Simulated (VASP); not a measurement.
A run of VASP 6.6.1:

File INCAR:

```
SYSTEM = NaH
ALGO = Normal
EDIFF = 1E-8
ENCUT = 520
ISIF = 2
ISMEAR = -1
LASPH = .True.
LCHARG = .False.
LEFG = .True.
LREAL = .False.
LWAVE = .False.
NBANDS = 11
NELM = 100
PREC = Accurate
SIGMA = 0.03
```

KPOINTS

```
k-points
0
Gamma
  8 8 8
  0 0 0
```

File POSCAR:

```
NaH
1.0
    0.0000000000      2.3864216652      2.3864216652
    2.3864216652      0.0000000000      2.3864216652
    2.3864216652      2.3864216652      0.0000000000
Na H
1 1
Direct
   -0.0450000000     -0.0450000000      0.0450000000
    0.5450000000      0.5450000000      0.4550000000
```

Potentials or basis: VASP PAW LDA potentials, release 64 (Na_pv, H).

Run with:

```console
$ cat potpaw_LDA.64/Na_pv/POTCAR potpaw_LDA.64/H/POTCAR > POTCAR
$ mpirun -np 1 vasp_std > vasp.out
```

Hardware: 1 thread of AMD EPYC 7R13, on a shared host.

**Question.** Estimate the wall time of this run.

**Answer.** It took 44 s on 1 thread of AMD EPYC 7R13 (shared host), peak memory 0.11 GiB. Counts: scf iterations 13, k points 59.
